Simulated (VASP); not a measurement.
# SiO2 (I-42d) in VASP: further runs

SiO2 is run at these levels: LDA; tasks: single point.

Everything below comes from runs of VASP 6.6.1. Logs are shortened: lines on timing, memory, paths and dates and some standing lists are left out, and cuts for length are marked.

## Step 1: The cell of the first run

Symmetry: I-42d, No. 122, tetragonal system. Conventional cell: a = 4.876 Å, b = 4.876 Å, c = 7.507 Å, α = 90.00°, β = 90.00°, γ = 90.00°. Within 2.1 Å of Si (site symmetry -4) lie 4 O at 1.61 Å. Within 2.1 Å of O (site symmetry 2) lie 2 Si at 1.61 Å.

## Step 2: Single point, LDA

Input file INCAR:

```
SYSTEM = SiO2
  PREC = Accurate
  ENCUT = 520
  EDIFF = 1E-7
  ISMEAR = 0
  SIGMA = 0.02
  LREAL = .False.
  LASPH = .True.
  NELM = 80
  ALGO = Normal
  ISIF = 2
  LWAVE = .False.
  LCHARG = .True.
  LELF = .True.
  LVHAR = .True.
  NBANDS = 44
```

Input file KPOINTS:

```
Automatic mesh
0
Gamma
  6 6 4
  0 0 0
```

Input file POSCAR:

```
SiO2
1.0
    4.8757226989      0.0000000000      0.0000000000
    0.0000000000      4.8757226989      0.0000000000
    0.0000000000      0.0000000000      7.5074706810
Si O
4 8
Direct
    0.0000000000      0.0000000000      0.0000000000
    0.0000000000      0.5000000000      0.2500000000
    0.5000000000      0.5000000000      0.5000000000
    0.5000000000      0.0000000000      0.7500000000
    0.0971062359      0.2500000000      0.1250000000
    0.2500000000      0.5971062359      0.3750000000
    0.7500000000      0.4028937641      0.3750000000
    0.9028937641      0.7500000000      0.1250000000
    0.5971062359      0.7500000000      0.6250000000
    0.7500000000      0.0971062359      0.8750000000
    0.2500000000      0.9028937641      0.8750000000
    0.4028937641      0.2500000000      0.6250000000
```

Potentials or basis: VASP PAW LDA potentials, release 64 (Si, O).

Started as:

```sh
cat potpaw_LDA.64/Si/POTCAR potpaw_LDA.64/O/POTCAR > POTCAR
mpirun -np 1 vasp_std > vasp.out
```

OUTCAR:

```text
SYSTEM = SiO2
   PREC = Accurate
   ENCUT = 520
   EDIFF = 1E-7
   ISMEAR = 0
   LREAL = .False.
   LASPH = .True.
   NELM = 80
   ISIF = 2

 ion  position               nearest neighbor table
   1  0.000  0.000  0.000-   5 1.61   8 1.61  10 1.61  11 1.61   2 3.08   4 3.08   2 3.08   4 3.08

   2  0.000  0.500  0.250-   5 1.61   6 1.61   7 1.61   8 1.61   1 3.08   3 3.08   1 3.08   3 3.08

   3  0.500  0.500  0.500-   6 1.61   7 1.61   9 1.61  12 1.61   2 3.08   4 3.08   4 3.08   2 3.08

   4  0.500  0.000  0.750-   9 1.61  10 1.61  11 1.61  12 1.61   1 3.08   3 3.08   3 3.08   1 3.08

   5  0.097  0.250  0.125-   1 1.61   2 1.61
   6  0.250  0.597  0.375-   2 1.61   3 1.61
   7  0.750  0.403  0.375-   2 1.61   3 1.61
   8  0.903  0.750  0.125-   1 1.61   2 1.61
   9  0.597  0.750  0.625-   3 1.61   4 1.61
  10  0.750  0.097  0.875-   1 1.61   4 1.61
  11  0.250  0.903  0.875-   1 1.61   4 1.61
  12  0.403  0.250  0.625-   3 1.61   4 1.61

  LATTYP: Found a simple tetragonal cell.
 ALAT       =     4.8757226989
 C/A-ratio  =     1.5397657218

  Lattice vectors:

 A1 = (   4.8757226989,   0.0000000000,   0.0000000000)
 A2 = (   0.0000000000,   4.8757226989,   0.0000000000)
 A3 = (   0.0000000000,   0.0000000000,   7.5074706810)

Analysis of symmetry for initial positions (statically):
=====================================================================
 Subroutine PRICEL returns following result:

  LATTYP: Found a body centered tetragonal cell.
 ALAT       =     4.8757226989
 C/A-ratio  =     1.5397657218

  Lattice vectors:

 A1 = (   2.4378613494,  -2.4378613494,  -3.7537353405)
 A2 = (  -2.4378613494,   2.4378613494,  -3.7537353405)
 A3 = (   2.4378613494,   2.4378613494,   3.7537353405)

   2 primitive cells build up your supercell.

 Routine SETGRP: Setting up the symmetry group for a
 simple tetragonal supercell.

 Subroutine GETGRP returns: Found  8 space group operations
 (whereof  4 operations were pure point group operations)
 out of a pool of 16 trial point group operations.

The static configuration has the point symmetry S_4 .
 The point group associated with its full space group is D_2d.

Analysis of symmetry for dynamics (positions and initial velocities):
=====================================================================
[... 137 lines left out ...]
   ISYM   =      2    0-nonsym 1-usesym 2-fastsym
   POTIM  = 0.5000    time-step for ionic-motion
   TEBEG  =    0.0;   TEEND  =   0.0 temperature during run
   PSTRESS=    0.0 pullay stress
   NELECT =      64.0000    total number of electrons
   NUPDOWN=      -1.0000    fix difference up-down
   EMIN   =  10.00;   EMAX   =-10.00  energy-range for DOS
   EFERMI =   0.00;   METHOD = LEGACY
   ISMEAR =     0;   SIGMA  =   0.02  broadening in eV -4-tet -1-fermi 0-gaus
   EFERMI_NEDOS =   21; number of points for ismear=-14 and -15
   IALGO  =     38    algorithm
   IMIX   =      4    mixing-type and parameters
     AMIX     =   0.40;   BMIX     =  1.00
     AMIX_MAG =   1.60;   BMIX_MAG =  1.00
  volume/ion in A,a.u.               =      14.87       100.37
  Fermi-wavevector in a.u.,A,eV,Ry     =   1.163084  2.197909 18.405465  1.352764
  Thomas-Fermi vector in A             =   2.299637
   LORBIT       =      0    0 simple, 1 ext, 2 COOP (PROOUT), +10 PAW based schemes
   GGA     = CA    functional components
   LHFCALC =     F    Hartree Fock is set to
   AEXX    =    0.0000 exact exchange contribution
   IVDW    =     0    specifies the selected vdW correction
   LEPSILON=     F    determine dielectric tensor
   LRPA    =     F    only Hartree local field effects (RPA)
 non-spin polarized calculation
 Gauss-broadening in eV      SIGMA  =   0.02
  energy-cutoff  :      520.00
  volume of cell :      178.47
 maximum number of plane-waves:      4836
   NGX = 19   NGY = 19   NGZ = 27

 number of electron      63.9999942 magnetization

 Free energy of the ion-electron system (eV)
  ---------------------------------------------------
  ext. energy  EPLUGINS =         0.00000000
  ---------------------------------------------------
  free energy    TOTEN  =      -103.71971477 eV

  energy without entropy =     -103.71971477  energy(sigma->0) =     -103.71971477

 E-fermi :  -0.4916     XC(G=0):  -8.7622

 val. band max:       -0.6097861183   @ k =   0.0000   0.0000   0.0000
 cond. band min:       5.0700741237   @ k =   0.0000   0.0000   0.0000
 fundamental gap:      5.6798602420
 Fermi energy:        -0.4915808099

 k-point     1 :       0.0000    0.0000    0.0000
  band No.  band energies     occupation
      1     -19.6381      2.00000
      2     -18.7210      2.00000
      3     -18.7210      2.00000
      4     -17.4896      2.00000
      5     -17.4604      2.00000
      6     -17.4604      2.00000
[... 1117 lines left out ...]
     43      10.8296      0.00000
     44      10.8343      0.00000

 [... further k-points ...]

------------------------ aborting loop because EDIFF is reached ----------------------------------------

  FORCE on cell =-STRESS in cart. coord.  units (eV):
  Direction    XX          YY          ZZ          XY          YZ          ZX
  --------------------------------------------------------------------------------------
  -------------------------------------------------------------------------------------
  Total        0.5577480      0.5577480     -2.0844696      0.0000000      0.0000000     -0.0000000
  in kB        5.0069924      5.0069924    -18.7126162      0.0000000      0.0000000     -0.0000000
  external PRESSURE =      -2.8995438 kB  Pullay stress =       0.0000000 kB

 VOLUME and BASIS-vectors are now :
 -----------------------------------------------------------------------------
  energy-cutoff  :      520.00
  volume of cell :      178.47
      direct lattice vectors                 reciprocal lattice vectors
     4.875722699  0.000000000  0.000000000     0.205097800  0.000000000  0.000000000
     0.000000000  4.875722699  0.000000000     0.000000000  0.205097800  0.000000000
     0.000000000  0.000000000  7.507470681     0.000000000  0.000000000  0.133200653

 POSITION                                       TOTAL-FORCE (eV/Angst)
 -----------------------------------------------------------------------------------
      0.00000      0.00000      0.00000         0.000000     -0.000000     -0.000000
      0.00000      2.43786      1.87687         0.000000     -0.000000     -0.000000
      2.43786      2.43786      3.75374         0.000000     -0.000000     -0.000000
      2.43786      0.00000      5.63060         0.000000     -0.000000     -0.000000
      0.47346      1.21893      0.93843         0.025827     -0.000000     -0.000000
      1.21893      2.91132      2.81530         0.000000      0.025827      0.000000
      3.65679      1.96440      2.81530         0.000000     -0.025827      0.000000
      4.40226      3.65679      0.93843        -0.025827      0.000000      0.000000
      2.91132      3.65679      4.69217         0.025827     -0.000000     -0.000000
      3.65679      0.47346      6.56904         0.000000      0.025827      0.000000
      1.21893      4.40226      6.56904         0.000000     -0.025827     -0.000000
      1.96440      1.21893      4.69217        -0.025827      0.000000      0.000000
 -----------------------------------------------------------------------------------
    total drift:                               -0.000000     -0.000000     -0.000000

  FREE ENERGIE OF THE ION-ELECTRON SYSTEM (eV)
  ---------------------------------------------------
  free  energy   TOTEN  =      -103.7197147725 eV

  energy  without entropy=     -103.7197147725  energy(sigma->0) =     -103.71971477
```

Run time: 3.1 min. Hardware: 1 thread of Intel Xeon Platinum 8488C (Sapphire Rapids), shared host; peak memory 0.29 GiB.

Results:

```yaml
Free_energy: -103.7197 eV
Pressure: -0.3 GPa
Largest_force: 0.026 eV/Å
Band_gap_on_the_k_mesh: 5.68 eV
```

Forces in eV/Å, atoms in the order of the input:
```
Si   0.000  0.000  0.000
Si   0.000  0.000  0.000
Si   0.000  0.000  0.000
Si   0.000  0.000  0.000
O    0.026  0.000  0.000
O    0.000  0.026  0.000
O    0.000 -0.026  0.000
O   -0.026  0.000  0.000
O    0.026  0.000  0.000
O    0.000  0.026  0.000
O    0.000 -0.026  0.000
O   -0.026  0.000  0.000
```

Levels at points of the mesh, in eV from the valence-band top:
```csv
k point,band 28,band 29,band 30,band 31,band 32,band 33,band 34,band 35,band 36,band 37
"(0.00, 0.00, 0.00)",-0.74,-0.27,-0.27,0.00,0.00,5.68,8.54,8.58,8.58,9.99
"(0.50, 0.00, 0.00)",-0.93,-0.69,-0.69,-0.15,-0.15,7.73,7.73,9.22,9.22,9.90
"(0.50, 0.50, 0.00)",-1.02,-0.39,-0.39,-0.39,-0.39,8.88,8.88,8.88,8.88,9.96
"(0.00, 0.00, 0.50)",-0.91,-0.16,-0.16,-0.16,-0.16,6.75,6.75,8.83,8.83,10.08
"(0.50, 0.00, 0.50)",-0.81,-0.55,-0.55,-0.14,-0.14,8.05,8.05,8.62,8.62,9.43
"(0.50, 0.50, 0.50)",-1.05,-0.48,-0.48,-0.48,-0.48,9.23,9.23,9.23,9.23,9.26
```

## Step 3: Single point, LDA (uniaxial strain along c: +4.5 %, then relaxed in part)

Input file INCAR:

```
ALGO = Normal
EDIFF = 1E-6
ENCUT = 520
ISIF = 2
ISMEAR = 0
LASPH = T
LCHARG = F
LREAL = F
LWAVE = F
NBANDS = 44
NELM = 80
PREC = Accurate
SIGMA = 0.02
```

Input file KPOINTS:

```
k-points
0
Gamma
  6 6 4
```

Input file POSCAR:

```
SiO2
1.0
    4.8461082278      0.0000000000      0.0000000000
    0.0000000000      4.8461082278      0.0000000000
    0.0000000000      0.0000000000      7.6168027783
Si O
4 8
Direct
    0.0000000000      0.0000000000      0.0000000000
    0.0000000000      0.5000000000      0.2500000000
    0.5000000000      0.5000000000      0.5000000000
    0.5000000000      0.0000000000      0.7500000000
    0.0969044387      0.2500000000      0.1250000000
    0.2500000000      0.5969044387      0.3750000000
    0.7500000000      0.4030955613      0.3750000000
    0.9030955613      0.7500000000      0.1250000000
    0.5969044387      0.7500000000      0.6250000000
    0.7500000000      0.0969044387      0.8750000000
    0.2500000000      0.9030955613      0.8750000000
    0.4030955613      0.2500000000      0.6250000000
```

Potentials or basis: VASP PAW LDA potentials, release 64 (Si, O).

Started as:

```sh
cat potpaw_LDA.64/Si/POTCAR potpaw_LDA.64/O/POTCAR > POTCAR
mpirun -np 1 vasp_std > vasp.out
```

It took 2.7 min on 1 thread of Intel Xeon Platinum 8488C (Sapphire Rapids), shared host; peak memory 0.31 GiB.

It converged, with:

* Free energy: -103.6725 eV
* Pressure: -0.7 GPa
* Largest force: 0.026 eV/Å
* Band gap on the k mesh: 5.63 eV

Forces on the atoms (eV/Å):
```
Si   0.000  0.000  0.000
Si   0.000  0.000  0.000
Si   0.000  0.000  0.000
Si   0.000  0.000  0.000
O    0.026  0.000  0.000
O    0.000  0.026  0.000
O    0.000 -0.026  0.000
O   -0.026  0.000  0.000
O    0.026  0.000  0.000
O    0.000  0.026  0.000
O    0.000 -0.026  0.000
O   -0.026  0.000  0.000
```

Stress tensor (GPa, compression positive):
```
 0.49  0.00  0.00
 0.00  0.49  0.00
 0.00  0.00 -3.21
```

Levels at points of the mesh, in eV from the valence-band top:
| k point | band 30 | band 31 | band 32 | band 33 | band 34 | band 35 |
| --- | --- | --- | --- | --- | --- | --- |
| (0.00, 0.00, 0.00) | -0.25 | 0.00 | 0.00 | 5.63 | 8.50 | 8.51 |
| (0.50, 0.00, 0.00) | -0.70 | -0.14 | -0.14 | 7.70 | 7.70 | 9.16 |
| (0.50, 0.50, 0.00) | -0.42 | -0.42 | -0.42 | 8.84 | 8.84 | 8.84 |
| (0.00, 0.00, 0.50) | -0.15 | -0.15 | -0.15 | 6.69 | 6.69 | 8.78 |
| (0.50, 0.00, 0.50) | -0.58 | -0.13 | -0.13 | 7.99 | 7.99 | 8.56 |
| (0.50, 0.50, 0.50) | -0.51 | -0.51 | -0.51 | 9.14 | 9.14 | 9.14 |

Caveat: the cell differs from its parent crystal (uniaxial strain along c: +4.5 %, then relaxed in part). A k mesh can miss the band edges.

## Step 4: Single point, LDA

This run uses another cell than the first one, of 14.91 Å³/atom.

Input file INCAR:

```
SYSTEM = SiO2
  PREC = Accurate
  ENCUT = 520
  EDIFF = 1E-6
  ISMEAR = 0
  SIGMA = 0.02
  LREAL = .False.
  LASPH = .True.
  NELM = 100
  ALGO = Normal
  ISIF = 2
  LWAVE = .False.
  LCHARG = .False.
  NBANDS = 44
```

Input file KPOINTS:

```
regular mesh
0
Gamma
  6 6 4
  0 0 0
```

POSCAR is that of step 3.

Potentials or basis: VASP PAW LDA potentials, release 64 (Si, O).

Started as:

```sh
cat potpaw_LDA.64/Si/POTCAR potpaw_LDA.64/O/POTCAR > POTCAR
mpirun -np 1 vasp_std > vasp.out
```

OUTCAR:

```text
SYSTEM = SiO2
   PREC = Accurate
   ENCUT = 520
   EDIFF = 1E-6
   ISMEAR = 0
   LREAL = .False.
   LASPH = .True.
   NELM = 100
   ISIF = 2

 ion  position               nearest neighbor table
   1  0.000  0.000  0.000-   5 1.61   8 1.61  10 1.61  11 1.61   2 3.08   4 3.08   2 3.08   4 3.08

   2  0.000  0.500  0.250-   5 1.61   6 1.61   7 1.61   8 1.61   1 3.08   3 3.08   1 3.08   3 3.08

   3  0.500  0.500  0.500-   6 1.61   7 1.61   9 1.61  12 1.61   2 3.08   4 3.08   4 3.08   2 3.08

   4  0.500  0.000  0.750-   9 1.61  10 1.61  11 1.61  12 1.61   1 3.08   3 3.08   3 3.08   1 3.08

   5  0.097  0.250  0.125-   1 1.61   2 1.61
   6  0.250  0.597  0.375-   2 1.61   3 1.61
   7  0.750  0.403  0.375-   2 1.61   3 1.61
   8  0.903  0.750  0.125-   1 1.61   2 1.61
   9  0.597  0.750  0.625-   3 1.61   4 1.61
  10  0.750  0.097  0.875-   1 1.61   4 1.61
  11  0.250  0.903  0.875-   1 1.61   4 1.61
  12  0.403  0.250  0.625-   3 1.61   4 1.61

  LATTYP: Found a simple tetragonal cell.
 ALAT       =     4.8461082278
[... 227 lines left out ...]
      5     -17.4385      2.00000
      6     -17.4385      2.00000
[... 1117 lines left out ...]
     43      10.7605      0.00000
     44      10.8420      0.00000

 [... further k-points ...]

------------------------ aborting loop because EDIFF is reached ----------------------------------------

  FORCE on cell =-STRESS in cart. coord.  units (eV):
  Direction    XX          YY          ZZ          XY          YZ          ZX
  --------------------------------------------------------------------------------------
  -------------------------------------------------------------------------------------
  Total        0.5496920      0.5496920     -3.5851629      0.0000000      0.0000000      0.0000000
  in kB        4.9234674      4.9234674    -32.1114966      0.0000000      0.0000000      0.0000000
  external PRESSURE =      -7.4215206 kB  Pullay stress =       0.0000000 kB

 VOLUME and BASIS-vectors are now :
 -----------------------------------------------------------------------------
  energy-cutoff  :      520.00
  volume of cell :      178.88
      direct lattice vectors                 reciprocal lattice vectors
     4.846108228  0.000000000  0.000000000     0.206351149  0.000000000  0.000000000
     0.000000000  4.846108228  0.000000000     0.000000000  0.206351149  0.000000000
     0.000000000  0.000000000  7.616802778     0.000000000  0.000000000  0.131288682

 POSITION                                       TOTAL-FORCE (eV/Angst)
 -----------------------------------------------------------------------------------
      0.00000      0.00000      0.00000        -0.000000      0.000000      0.000000
      0.00000      2.42305      1.90420        -0.000000      0.000000      0.000000
      2.42305      2.42305      3.80840        -0.000000      0.000000      0.000000
      2.42305      0.00000      5.71260        -0.000000      0.000000      0.000000
      0.46961      1.21153      0.95210         0.025666      0.000000     -0.000000
      1.21153      2.89266      2.85630        -0.000000      0.025666     -0.000000
      3.63458      1.95344      2.85630        -0.000000     -0.025666     -0.000000
      4.37650      3.63458      0.95210        -0.025666     -0.000000      0.000000
      2.89266      3.63458      4.76050         0.025666      0.000000     -0.000000
      3.63458      0.46961      6.66470        -0.000000      0.025666     -0.000000
      1.21153      4.37650      6.66470        -0.000000     -0.025666     -0.000000
      1.95344      1.21153      4.76050        -0.025666     -0.000000      0.000000
 -----------------------------------------------------------------------------------
    total drift:                                0.000000      0.000000      0.000000

  FREE ENERGIE OF THE ION-ELECTRON SYSTEM (eV)
  ---------------------------------------------------
  free  energy   TOTEN  =      -103.6724756591 eV

  energy  without entropy=     -103.6724756591  energy(sigma->0) =     -103.67247566
```

OSZICAR:

```text
N       E                     dE             d eps       ncg     rms          rms(c)
DAV:   1     0.396890168149E+03    0.39689E+03   -0.32538E+04  2640   0.131E+03
DAV:   2    -0.852327110102E+02   -0.48212E+03   -0.46796E+03  3352   0.310E+02
DAV:   3    -0.116915291442E+03   -0.31683E+02   -0.31539E+02  3272   0.841E+01
DAV:   4    -0.117337088197E+03   -0.42180E+00   -0.42111E+00  3304   0.107E+01
DAV:   5    -0.117344934120E+03   -0.78459E-02   -0.78390E-02  3276   0.142E+00    0.301E+01
DAV:   6    -0.104042470525E+03    0.13302E+02   -0.51796E+01  3076   0.327E+01    0.149E+01
DAV:   7    -0.103814999119E+03    0.22747E+00   -0.13989E+00  3016   0.499E+00    0.518E+00
DAV:   8    -0.103692267374E+03    0.12273E+00   -0.74916E-02  3292   0.162E+00    0.200E+00
DAV:   9    -0.103671016771E+03    0.21251E-01   -0.31690E-02  3328   0.107E+00    0.311E-01
DAV:  10    -0.103672522614E+03   -0.15058E-02   -0.40061E-03  3116   0.301E-01    0.119E-01
DAV:  11    -0.103672465210E+03    0.57404E-04   -0.11912E-03  3112   0.177E-01    0.194E-02
DAV:  12    -0.103672471899E+03   -0.66893E-05   -0.28867E-05  3116   0.269E-02    0.133E-02
DAV:  13    -0.103672475428E+03   -0.35284E-05   -0.12751E-05  2904   0.158E-02    0.503E-03
DAV:  14    -0.103672475659E+03   -0.23128E-06   -0.34803E-07  2348   0.307E-03
   1 F= -.10367248E+03 E0= -.10367248E+03  d E =-.319946E-11
```

stdout:

```text
POSCAR found type information on POSCAR SiO
 POSCAR found :  2 types and      12 ions
 scaLAPACK will be used
 LDA part: xc-table for (Slater(with rela. corr.)+CA(PZ))
 , standard interpolation
 POSCAR, INCAR and KPOINTS ok, starting setup
 FFT: planning ... GRIDC
 FFT: planning ... GRID_SOFT
 FFT: planning ... GRID
 WAVECAR not read
 entering main loop
```

Run time: 2.3 min. Hardware: 1 thread of Intel Xeon Platinum 8488C (Sapphire Rapids), shared host; peak memory 0.31 GiB.

Results:

```
Free energy            : -103.6725 eV
Pressure               : -0.7 GPa
Largest force          : 0.026 eV/Å
Band gap on the k mesh : 5.63 eV
```

Forces in eV/Å, atoms in the order of the input:
```
Si   0.000  0.000  0.000
Si   0.000  0.000  0.000
Si   0.000  0.000  0.000
Si   0.000  0.000  0.000
O    0.026  0.000  0.000
O    0.000  0.026  0.000
O    0.000 -0.026  0.000
O   -0.026  0.000  0.000
O    0.026  0.000  0.000
O    0.000  0.026  0.000
O    0.000 -0.026  0.000
O   -0.026  0.000  0.000
```

Levels at points of the mesh, in eV from the valence-band top:
```csv
k point,band 30,band 31,band 32,band 33,band 34,band 35
"(0.00, 0.00, 0.00)",-0.25,0.00,0.00,5.63,8.50,8.51
"(0.50, 0.00, 0.00)",-0.70,-0.14,-0.14,7.70,7.70,9.16
"(0.50, 0.50, 0.00)",-0.42,-0.42,-0.42,8.84,8.84,8.84
"(0.00, 0.00, 0.50)",-0.15,-0.15,-0.15,6.69,6.69,8.78
"(0.50, 0.00, 0.50)",-0.58,-0.13,-0.13,7.99,7.99,8.56
"(0.50, 0.50, 0.50)",-0.51,-0.51,-0.51,9.14,9.14,9.14
```
